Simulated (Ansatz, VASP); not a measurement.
## ZnO in VASP and in Ansatz

```
Zn O
1.0
     2.68847    0.00000    0.00000
     0.00000    2.68847    0.00000
     0.00000    0.00000    2.68847
Zn O
1 1
Cartesian
  0.0000 0.0000 0.0000
  1.3442 1.3442 1.3442
```

Alike in both runs: functional PBE; k mesh 15 × 15 × 15; occupations fermi-dirac, width 0.1 eV; no spin polarisation.

Ansatz relaxed the structure, and its values are those at the end. VASP's run is a single point on that final structure, the one shown.

```csv
,VASP,Ansatz
version,VASP 6.6.1,Ansatz 0.2.0
potentials or method,"VASP PAW PBE potentials, release 64 (Zn, O)","PAW with Ansatz's default frozen-core files, scalar-relativistic"
plane-wave cutoff (eV),520,420
valence electrons in the cell,18,18
```

|  | VASP | Ansatz | Ansatz less VASP |
| --- | --- | --- | --- |
| pressure (GPa) | 0.7 | 0.0 | -0.66 |

With one functional, cell and mesh, what is left measures potentials, basis and numerics.
